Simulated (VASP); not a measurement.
Runs of VASP 6.6.1 on Cd3Te5. The structure is that of space group Pm-3m (No. 221), or close to it. The cells are those of the table. 

| task | cell | k mesh | cutoff (eV) | smearing | gap on the mesh (eV) | pressure (GPa) | relaxed volume (Å³/atom) |
| --- | --- | --- | --- | --- | --- | --- | --- |
| relaxation of cell and atoms | relaxed from a = 6.481 Å, 8 atoms | 3 × 3 × 3 | 600 | gaussian 0.2 eV | none | 0.1 | 30.19 |
| relaxation of cell and atoms | relaxed from a = 6.243 Å, 8 atoms | 6 × 6 × 6 | 600 | gaussian 0.1 eV | none | 0.0 | 29.84 |
| single point | a = 6.243 Å, 8 atoms | 3 × 3 × 3 | 520 | gaussian 0.2 eV | none | (a) | - |
| single point | a = 6.196 Å, 8 atoms | 4 × 4 × 4 | 520 | gaussian 0.2 eV | none | 0.1 | - |
| single point | a = 6.202 Å, 8 atoms | 6 × 6 × 6 | 520 | gaussian 0.1 eV | none | 0.1 | - |
| single point | a = 6.202 Å, 8 atoms | 4 × 4 × 4 | 520 | gaussian 0.2 eV | none | -0.1 | - |
| single point | a = 6.201 Å, 8 atoms | 6 × 6 × 6 | 520 | gaussian 0.1 eV | none | 0.1 | - |

Alike in all rows: level PBE; potentials or basis VASP PAW PBE potentials, release 64 (Cd, Te); no spin polarisation.

Q: Fill in the values left out.

A: (a) -0.2.

Caveats: spin-orbit coupling is left out, which moves the levels of the heavy elements.

A k mesh can miss the band edges, and the runs leave out spin-orbit coupling on Cd, Te.

A gap of «none» marks levels without a gap at the run's occupations.
